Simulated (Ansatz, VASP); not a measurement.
# Co: VASP beside Ansatz

```
Co
1.0
     2.45839    0.00000    0.00000
    -1.22920    2.12903    0.00000
     0.00000    0.00000    3.96069
Co
2
Direct
  0.33333 0.66667 0.25000
  0.66667 0.33333 0.75000
```

Alike in both runs: task single point; functional PBE; k mesh 15 × 15 × 8; occupations gaussian, width 0.01 eV; no spin polarisation.

|  | VASP | Ansatz |
| --- | --- | --- |
| version | VASP 6.6.1 | Ansatz 0.2.0 |
| potentials or method | VASP PAW PBE potentials, release 64 (Co), cutoff 520 eV | plane waves (420 eV) with PAW, scalar-relativistic |
| valence electrons in the cell | 18 | 34 |

Ansatz gave:

| Item | Value |
| --- | --- |
| pressure (GPa) | -1.1 |
| traceless stress, the component that is largest in VASP (GPa) | -0.01 |

Which values does VASP return?

Pressure (GPa): -1.9; traceless stress, the component that is largest in VASP (GPa): -0.09.

With one functional, cell and mesh, what is left measures potentials, basis and numerics. VASP's potentials hold 18 valence electrons a cell and Ansatz's 34, so a difference there can come from the potentials and not from the codes.
